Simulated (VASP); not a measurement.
Write the native input for VASP 6.6.1 that does the following.

```
Task                   : single point
Functional             : PBE
Potentials or basis    : VASP PAW PBE potentials, release 64 (Si, Sb, Au)
Cutoff                 : 520 eV
k mesh                 : 6 × 6 × 6
Occupations            : gaussian, width 0.1 eV
Spin                   : no spin polarisation
Dipole correction      : no
Further INCAR settings : ALGO = Normal; EDIFF = 1e-06; NBANDS = 36
```

The structure of Si6Sb3Au lies in POSCAR:

```
Si6Sb3Au
1.0
    0.0000000000      5.1199873903      5.1199873903
    5.1199873903      0.0000000000      5.1199873903
    5.1199873903      5.1199873903      0.0000000000
Si Sb Au
6 3 1
Direct
    0.5000000000      0.0000000000      0.0000000000
    0.0000000000      0.5000000000      0.5000000000
    0.0000000000      0.5000000000      0.0000000000
    0.5000000000      0.0000000000      0.5000000000
    0.0000000000      0.0000000000      0.5000000000
    0.5000000000      0.5000000000      0.0000000000
    0.2500000000      0.2500000000      0.2500000000
    0.7500000000      0.7500000000      0.7500000000
    0.5000000000      0.5000000000      0.5000000000
    0.0000000000      0.0000000000      0.0000000000
```

The cell was built from a structure type or drawn by symmetry, and may not be a known phase.

The input as run:

INCAR

```
PREC = Accurate ; ENCUT = 520
EDIFF = 1E-6 ; ISMEAR = 0
SIGMA = 0.1 ; LREAL = F
LASPH = T ; NELM = 80
ALGO = Normal ; ISIF = 2
LWAVE = F ; LCHARG = T
GGA = PE ; LELF = T
LVHAR = T ; NBANDS = 36
```

KPOINTS

```
Automatic mesh
0
Gamma
  6 6 6
```

Potentials or basis: VASP PAW PBE potentials, release 64 (Si, Sb, Au).

Launch:

```console
$ cat potpaw_PBE.64/Si/POTCAR potpaw_PBE.64/Sb/POTCAR potpaw_PBE.64/Au/POTCAR > POTCAR
$ mpirun -np 1 vasp_std > vasp.out
```

It gave:

The pressure is 0.2 GPa and the band gap on the k mesh is zero (bands 25 and 26 overlap by 1.15 eV).

Caveat: spin-orbit coupling is left out, which moves the levels of the heavy elements.

It took 5.7 min on 1 thread of Intel Xeon 8259CL, on a shared host, peak memory 0.49 GiB.
